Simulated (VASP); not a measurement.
Write the native input for VASP 6.6.1 that does the following.

```
Task                   : single point
Functional             : PBEsol
Potentials or basis    : VASP PAW PBE potentials, release 64 (Ge_d)
Cutoff                 : 520 eV
k mesh                 : 18 × 18 × 18
Occupations            : fermi-dirac, width 0.08 eV
Spin                   : no spin polarisation
Dipole correction      : no
Further INCAR settings : ALGO = Normal; EDIFF = 1e-06; NBANDS = 21
```

The structure of Ge lies in POSCAR:

```
Ge
1.0
   -2.1806365714      2.1806365714      1.1840854402
    2.1806365714     -2.1806365714      1.1840854402
    2.1806365714      2.1806365714     -1.1840854402
Ge
2
Direct
   -0.3750000000     -0.1250000000     -0.2500000000
    0.3750000000      0.1250000000      0.2500000000
```

One way to write it, as run:

INCAR

```
  ALGO = Normal
  EDIFF = 1E-6
  ENCUT = 520
  GGA = PS
  ISIF = 2
  ISMEAR = -1
  LASPH = True
  LCHARG = False
  LREAL = False
  LWAVE = False
  NBANDS = 21
  NELM = 60
  PREC = Accurate
  SIGMA = 0.08
```

KPOINTS

```
k-points
0
Gamma
  18 18 18
```

Potentials or basis: VASP PAW PBE potentials, release 64 (Ge_d).

Command:

```console
$ cat potpaw_PBE.64/Ge_d/POTCAR > POTCAR
$ mpirun -np 1 vasp_std > vasp.out
```

Results of the run:

| Property | Result |
| --- | --- |
| Pressure | 120.4 GPa |
| Band gap on the k mesh | zero (bands 14 and 15 overlap by 9.39 eV) |

Caveat: the cell stands under pressure; the PAW data sets were made with another functional, which shifts forces and pressure a little.

Run time: 95 s on 1 thread of Intel(R) Xeon(R) 6975P-C (Granite Rapids), with other jobs on the host, peak memory 0.29 GiB.
